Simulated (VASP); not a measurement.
# Ir (P6_3/mmc) in VASP: single point with PBEsol

Aim: the single point of Ir with PBEsol.

Program: VASP 6.6.1. These are calculated values, not measurements. Logs are shortened: lines on timing, memory, paths and dates and some standing lists are left out, and cuts for length are marked.

### 1 The cell of the first run

Symmetry: P6_3/mmc, No. 194, hexagonal system. The conventional cell has a = 2.644 Å, b = 2.644 Å, c = 4.293 Å, α = 90.00°, β = 90.00°, γ = 120.00°. Within 3.5 Å of Ir (site symmetry -6m2) lie 12 Ir at 2.63 to 2.64 Å.

This isn't the form of Ir at room conditions, which is fcc.

### 2 Single point, PBEsol (12.99 Å³/atom)

File POSCAR:

```
Ir
1.0
    2.6438968274      0.0000000000      0.0000000000
   -1.3219484137      2.2896818175      0.0000000000
    0.0000000000      0.0000000000      4.2925537335
Ir
2
Direct
    0.3333333333      0.6666666667      0.2500000000
    0.6666666667      0.3333333333      0.7500000000
```

File INCAR.step1:

```
PREC = Accurate
ENCUT = 520
EDIFF = 1E-6
ISMEAR = -1
SIGMA = 0.08
LREAL = False
LASPH = True
NELM = 100
ALGO = Normal
ISIF = 2
LWAVE = False
LCHARG = True
LMAXMIX = 4
GGA = PS
NBANDS = 16
```

File KPOINTS.step1:

```
regular mesh
0
Gamma
  16 16 9
```

File INCAR.step2:

```
PREC = Accurate
ENCUT = 520
EDIFF = 1E-6
ISMEAR = -5
SIGMA = 0.08
LREAL = False
LASPH = True
NELM = 100
ALGO = Normal
ISIF = 2
LWAVE = False
LCHARG = False
LMAXMIX = 4
GGA = PS
LORBIT = 11
NBANDS = 16
NEDOS = 1001
ICHARG = 11
```

File KPOINTS.step2:

```
regular mesh
0
Gamma
  24 24 14
```

Potentials or basis: VASP PAW PBE potentials, release 64 (Ir).

Run with:

```
$ cat potpaw_PBE.64/Ir/POTCAR > POTCAR
$ cp INCAR.step1 INCAR
$ cp KPOINTS.step1 KPOINTS
$ mpirun -np 1 vasp_std > vasp.out
$ cp INCAR.step2 INCAR
$ cp KPOINTS.step2 KPOINTS
$ mpirun -np 1 vasp_std > vasp.out
```

OUTCAR:

```text
PREC = Accurate
   ENCUT = 520
   EDIFF = 1E-6
   ISMEAR = -5
   LREAL = False
   LASPH = True
   NELM = 100
   ISIF = 2
   GGA = PS
   LORBIT = 11
   ICHARG = 11

 ion  position               nearest neighbor table
   1  0.333  0.667  0.250-   2 2.63   2 2.63   2 2.63   2 2.63   2 2.63   2 2.63
   2  0.667  0.333  0.750-   1 2.63   1 2.63   1 2.63   1 2.63   1 2.63   1 2.63

  LATTYP: Found a hexagonal cell.
 ALAT       =     2.6438968274
 C/A-ratio  =     1.6235708175

  Lattice vectors:

 A1 = (   2.6438968274,   0.0000000000,   0.0000000000)
 A2 = (  -1.3219484137,   2.2896818175,   0.0000000000)
 A3 = (   0.0000000000,   0.0000000000,   4.2925537335)

Analysis of symmetry for initial positions (statically):
=====================================================================
 Subroutine PRICEL returns:
 Original cell was already a primitive cell.

 Routine SETGRP: Setting up the symmetry group for a
 hexagonal supercell.

 Subroutine GETGRP returns: Found 24 space group operations
 (whereof 12 operations were pure point group operations)
 out of a pool of 24 trial point group operations.

The static configuration has the point symmetry D_3d.
 The point group associated with its full space group is D_6h.

Analysis of symmetry for dynamics (positions and initial velocities):
=====================================================================
 Subroutine PRICEL returns:
 Original cell was already a primitive cell.

 Routine SETGRP: Setting up the symmetry group for a
 hexagonal supercell.

 Subroutine GETGRP returns: Found 24 space group operations
 (whereof 12 operations were pure point group operations)
 out of a pool of 24 trial point group operations.

The dynamic configuration has the point symmetry D_3d.
 The point group associated with its full space group is D_6h.

 Subroutine INISYM returns: Found 24 space group operations
 (whereof 12 operations are pure point group operations),
 and found     1 'primitive' translations

----------------------------------------------------------------------------------------

                                     Primitive cell

  volume of cell :      25.9858

  direct lattice vectors                    reciprocal lattice vectors
     2.643896827  0.000000000  0.000000000     0.378229585  0.218370953  0.000000000
    -1.321948414  2.289681817  0.000000000     0.000000000  0.436741906  0.000000000
     0.000000000  0.000000000  4.292553734     0.000000000  0.000000000  0.232961557

  length of vectors
     2.643896827  2.643896827  4.292553734     0.436741906  0.436741906  0.232961557

  position of ions in fractional coordinates (direct lattice)
     0.333333333  0.666666667  0.250000000
     0.666666667  0.333333333  0.750000000

  ion indices of the primitive-cell ions
   primitive index   ion index
                 1           1
                 2           2

----------------------------------------------------------------------------------------

 KPOINTS: regular mesh

Automatic generation of k-mesh.
 Grid dimensions read from file:
 generate k-points for:   24   24   14

 Generating k-lattice:

  Cartesian coordinates                     Fractional coordinates (reciprocal lattice)
     0.015759566  0.009098790  0.000000000     0.041666667 -0.000000000  0.000000000
     0.000000000  0.018197579  0.000000000     0.000000000  0.041666667  0.000000000
     0.000000000  0.000000000  0.016640111     0.000000000  0.000000000  0.071428571

  Length of vectors
     0.018197579  0.018197579  0.016640111

  Shift w.r.t. Gamma in fractional coordinates (k-lattice)
     0.000000000  0.000000000  0.000000000

 TETIRR: Found   8183 inequivalent tetrahedra from    48384

 Subroutine IBZKPT returns following result:
 ===========================================

 Found    488 irreducible k-points:

 Following reciprocal coordinates:
            Coordinates               Weight
  0.000000  0.000000  0.000000      1.000000
  0.041667 -0.000000  0.000000      6.000000
  0.083333 -0.000000  0.000000      6.000000
  0.125000 -0.000000  0.000000      6.000000
  0.166667  0.000000  0.000000      6.000000
  0.208333 -0.000000  0.000000      6.000000
[... 16 lines left out ...]
  0.416667  0.041667  0.000000     12.000000
  0.458333  0.041667  0.000000     12.000000
 [... further k-points ...]
   k-points           NKPTS =    488   k-points in BZ     NKDIM =    488   number of bands    NBANDS=     16
   number of dos      NEDOS =   1001   number of ions     NIONS =      2
   total plane-waves  NPLWV =  12800
   dimension x,y,z NGX =    20 NGY =   20 NGZ =   32
   dimension x,y,z NGXF=    40 NGYF=   40 NGZF=   64
   ions per type =               2
   NGX,Y,Z   is equivalent  to a cutoff of  12.58, 12.58, 12.39 a.u.
   NGXF,Y,Z  is equivalent  to a cutoff of  25.15, 25.15, 24.79 a.u.
 SYSTEM =  unknown system
   PREC   = accura    normal or accurate (medium, high low for compatibility)
   ISTART =      0    job   : 0-new  1-cont  2-samecut
   ICHARG =     11    charge: 1-file 2-atom 10-const
   ISPIN  =      1    spin polarized calculation?
   LNONCOLLINEAR =      F non collinear calculations
   LSORBIT =      F    spin-orbit coupling
   LASPH  =      T    aspherical Exc in radial PAW
   ENCUT  =  520.0 eV  38.22 Ry    6.18 a.u.   4.92  4.92  7.98*2*pi/ulx,y,z
   NELM   =    100;   NELMIN=  2; NELMDL=  0     # of ELM steps
   EDIFF  = 0.1E-05   stopping-criterion for ELM
   LREAL  =      F    real-space projection
   EDIFFG = 0.1E-04   stopping-criterion for IOM
   NSW    =      0    number of steps for IOM
   IBRION =     -1    ionic relax: 0-MD 1-quasi-New 2-CG
   NFREE  =      0    steps in history (QN), initial steepest desc. (CG)
   ISIF   =      2    stress and relaxation
   ISYM   =      2    0-nonsym 1-usesym 2-fastsym
   POTIM  = 0.5000    time-step for ionic-motion
   TEBEG  =    0.0;   TEEND  =   0.0 temperature during run
   PSTRESS=    0.0 pullay stress
   NELECT =      18.0000    total number of electrons
   NUPDOWN=      -1.0000    fix difference up-down
   EMIN   =  10.00;   EMAX   =-10.00  energy-range for DOS
   EFERMI =   0.00;   METHOD = LEGACY
   ISMEAR =    -5;   SIGMA  =   0.08  broadening in eV -4-tet -1-fermi 0-gaus
   EFERMI_NEDOS =   21; number of points for ismear=-14 and -15
   IALGO  =     38    algorithm
   IMIX   =      4    mixing-type and parameters
     AMIX     =   0.40;   BMIX     =  1.00
     AMIX_MAG =   1.60;   BMIX_MAG =  1.00
  volume/ion in A,a.u.               =      12.99        87.68
  Fermi-wavevector in a.u.,A,eV,Ry     =   1.448507  2.737281 28.547363  2.098172
  Thomas-Fermi vector in A             =   2.566340
   LORBIT       =     11    0 simple, 1 ext, 2 COOP (PROOUT), +10 PAW based schemes
   GGA     = PS    functional components
   LHFCALC =     F    Hartree Fock is set to
   AEXX    =    0.0000 exact exchange contribution
   IVDW    =     0    specifies the selected vdW correction
   LEPSILON=     F    determine dielectric tensor
   LRPA    =     F    only Hartree local field effects (RPA)
 non-spin polarized calculation
 Fermi weights with tetrahedron method with Bloechl corrections
  energy-cutoff  :      520.00
  volume of cell :       25.99
 maximum number of plane-waves:       732
 NGX is ok and might be reduce to    20

 number of electron      18.0000000 magnetization

 Free energy of the ion-electron system (eV)
  ---------------------------------------------------
  ext. energy  EPLUGINS =         0.00000000
  ---------------------------------------------------
  free energy    TOTEN  =       -19.21359869 eV

  energy without entropy =      -19.21359869  energy(sigma->0) =      -19.21359869

 E-fermi :  11.9501     XC(G=0): -14.6045

 val. band max:       12.0311815201   @ k =   0.4167   0.1667   0.1429
 cond. band min:      11.8692484481   @ k =   0.1667   0.0000   0.5000
 fundamental gap:     -0.1619330720
 Fermi energy:        11.9500831873

 k-point     1 :       0.0000    0.0000    0.0000
  band No.  band energies     occupation
      1      -0.3464      2.00000
      2       2.7154      2.00000
      3       7.3914      2.00000
      4       7.5083      2.00000
      5       7.5083      2.00000
      6       8.2740      2.00000
[... 8 lines left out ...]
     15      28.2567      0.00000
     16      29.5689      0.00000

 k-point     2 :       0.0417   -0.0000    0.0000
  band No.  band energies     occupation
      1      -0.2710      2.00000
      2       2.7840      2.00000
      3       7.2060      2.00000
      4       7.5737      2.00000
      5       7.6750      2.00000
      6       8.2280      2.00000
[... 8 lines left out ...]
     15      28.3605      0.00000
     16      29.7008      0.00000

 k-point     3 :       0.0833   -0.0000    0.0000
  band No.  band energies     occupation
      1      -0.0484      2.00000
      2       2.9824      2.00000
      3       6.9393      2.00000
      4       7.7683      2.00000
      5       7.8834      2.00000
      6       8.1166      2.00000
[... 8 lines left out ...]
     15      28.6543      0.00000
     16      30.0789      0.00000

 k-point     4 :       0.1250   -0.0000    0.0000
  band No.  band energies     occupation
      1       0.3099      2.00000
      2       3.2853      2.00000
      3       6.6484      2.00000
      4       7.8495      2.00000
      5       8.0876      2.00000
      6       8.1339      2.00000
[... 8 lines left out ...]
     15      29.0592      0.00000
     16      30.5790      0.00000
[... 324 lines left out ...]
 k-point    22 :       0.3750    0.0417    0.0000
  band No.  band energies     occupation
      1       3.3510      2.00000
      2       3.6349      2.00000
      3       4.3775      2.00000
      4       7.2555      2.00000
      5       7.3021      2.00000
      6       7.9972      2.00000
[... 8 lines left out ...]
     15      24.6307      0.00000
     16      26.0315      0.00000

 k-point    23 :       0.4167    0.0417    0.0000
  band No.  band energies     occupation
      1       3.3658      2.00000
      2       3.6009      2.00000
      3       4.1562      2.00000
      4       7.2183      2.00000
      5       7.6411      2.00000
      6       7.8888      2.00000
[... 8 lines left out ...]
     15      23.8052      0.00000
     16      25.6291      0.00000

 k-point    24 :       0.4583    0.0417    0.0000
  band No.  band energies     occupation
      1       3.3258      2.00000
      2       3.6139      2.00000
      3       4.0449      2.00000
      4       7.1765      2.00000
      5       7.8330      2.00000
      6       7.9051      2.00000
[... 8 lines left out ...]
     15      23.2270      0.00000
     16      24.6882      0.00000

 [... further k-points ...]

------------------------ aborting loop because EDIFF is reached ----------------------------------------

  FORCE on cell =-STRESS in cart. coord.  units (eV):
  Direction    XX          YY          ZZ          XY          YZ          ZX
  --------------------------------------------------------------------------------------
  -------------------------------------------------------------------------------------
  Total        6.5287330      6.5287330      6.6534071     -0.0000000     -0.0000000      0.0000000
  in kB      402.5354318    402.5354318    410.2223353     -0.0000000     -0.0000000      0.0000000
  external PRESSURE =     405.0977330 kB  Pullay stress =       0.0000000 kB

 VOLUME and BASIS-vectors are now :
 -----------------------------------------------------------------------------
  energy-cutoff  :      520.00
  volume of cell :       25.99
      direct lattice vectors                 reciprocal lattice vectors
     2.643896827  0.000000000  0.000000000     0.378229585  0.218370953  0.000000000
    -1.321948414  2.289681817  0.000000000     0.000000000  0.436741906  0.000000000
     0.000000000  0.000000000  4.292553734     0.000000000  0.000000000  0.232961557

 POSITION                                       TOTAL-FORCE (eV/Angst)
 -----------------------------------------------------------------------------------
     -0.00000      1.52645      1.07314        -0.000000      0.000000     -0.000000
      1.32195      0.76323      3.21942         0.000000     -0.000000      0.000000
 -----------------------------------------------------------------------------------
    total drift:                               -0.000000      0.000000     -0.000000

  FREE ENERGIE OF THE ION-ELECTRON SYSTEM (eV)
  ---------------------------------------------------
  free  energy   TOTEN  =       -19.2135986875 eV

  energy  without entropy=      -19.2135986875  energy(sigma->0) =      -19.21359869

 total charge

# of ion       s       p       d       tot
------------------------------------------
    1        0.720   0.870   7.123   8.713
    2        0.720   0.870   7.123   8.713
--------------------------------------------------
tot          1.441   1.739  14.246  17.426
```

It took 59 s on 1 thread of Intel Xeon 6975P-C (Granite Rapids), shared host; peak memory 0.3 GiB.

Results:

```
Valence electrons inside the program's atomic spheres : Ir 8.71
```

Levels at points of the mesh, in eV from the Fermi level:
```
           k point  band 7  band 8  band 9  band 10  band 11  band 12
(0.00, 0.00, 0.00)   -3.68   -2.73   -2.73    -1.14     0.30     0.30
(0.50, 0.00, 0.00)   -3.44    0.85    1.15     1.34     3.31     4.87
(0.00, 0.00, 0.50)   -4.57   -4.57   -0.53    -0.53    -0.53    -0.53
(0.50, 0.00, 0.50)   -1.21   -1.21    1.14     1.14     2.18     2.18
```

Caveat: the PAW data sets were made with another functional, which shifts forces and pressure a little; spin-orbit coupling is left out, which moves the levels of the heavy elements; tetrahedron occupations give inexact forces and stress in metals.
